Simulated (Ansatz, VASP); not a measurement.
## Two plane-wave programs on ZrF

```
Zr F
1.0
     2.56975   -1.87784    0.00000
     2.56975    1.87784    0.00000
    -0.93275    0.00000    5.55008
Zr F
2 2
Direct
  0.00000 0.50000 0.00000
  0.50000 0.00000 0.50000
  0.58160 0.41840 0.25000
  0.41840 0.58160 0.75000
```

Alike in both runs: task relaxation of cell and atoms; functional PBE; k mesh 6 × 6 × 4; occupations gaussian, width 0.1 eV; no spin polarisation.

```csv
,VASP,Ansatz
version,VASP 6.6.1,Ansatz 0.2.0
potentials or method,"VASP PAW PBE potentials, release 64 (Zr_sv, F), cutoff 600 eV","scalar-relativistic, plane waves, PAW"
valence electrons in the cell,38,38
```

```csv
,VASP,Ansatz,Ansatz less VASP
"gap on the k mesh at the Fermi level, each at its own relaxed structure (eV)",none,none,-
relaxed volume (Å³/atom),16.22,16.50,+0.278
relaxed cell length with the largest relative difference (Å),4.663,4.610,-0.0532
```

A gap of «none» marks a metal or a gap that the smearing closes.

Noted on VASP's run: the volume moved by over 15 % at a fixed basis, so the end points are rough.
